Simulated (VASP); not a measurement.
A run of VASP 6.6.1 is set up as follows.

Contents of INCAR:

```
ALGO     = Normal         # electronic algorithm
EDIFF    = 1E-6           # SCF threshold, eV
ENCUT    = 520            # plane-wave cutoff, eV
GGA      = PE             # functional
ISIF     = 2              # what is computed and relaxed
ISMEAR   = -1             # smearing method
IVDW     = 12             # dispersion correction
LASPH    = T              # aspherical terms in the spheres
LCHARG   = F              # write CHGCAR
LREAL    = F              # projectors in reciprocal space
LWAVE    = F              # write WAVECAR
NBANDS   = 42             # bands
NELM     = 60             # most SCF steps
PREC     = Accurate       # precision mode
SIGMA    = 0.02           # smearing width, eV
```

File KPOINTS:

```
k-points
0
Gamma
  1 1 1
```

POSCAR

```
CO
1.0
    7.6766930000      0.0000000000      0.0000000000
    0.0000000000      7.6766930000      0.0000000000
    0.0000000000      0.0000000000      7.6766930000
O C
6 6
Direct
    0.1927522698      0.3635159046      0.4002634989
    0.5979527903      0.8020510915      0.4907712214
    1.0727405668      0.8475133759      0.1345761775
    0.2880146438      0.6098980381      0.9115383408
    0.7668796968      0.1431996825      1.0597010979
    0.1939376760      1.0414249990      0.6644267265
    0.2989959348      0.3771415634      0.2853311966
    0.5566719940      0.6553342696      0.4783439953
    0.9955719214      0.8507309072      0.2544324750
    0.1405292618      0.5767457419      0.8658676334
    0.6321472019      0.1015541458      1.0450463500
    0.1283625645      1.1227490796      0.7781605960
```

Potentials or basis: VASP PAW PBE potentials, release 64 (O, C).

Launch:

```bash
$ cat potpaw_PBE.64/O/POTCAR potpaw_PBE.64/C/POTCAR > POTCAR
$ mpirun -np 1 vasp_gam > vasp.out
```

Q: What does it give for the pressure?

A: -1.0 GPa.

Q: Predict the band gap on the k mesh.

A: 5.85 eV.

Stress tensor (GPa, compression positive):
```
-0.55  0.12  0.08
 0.12 -1.66 -0.62
 0.08 -0.62 -0.73
```

Caveat: the k points lie up to 0.82 Å⁻¹ apart.
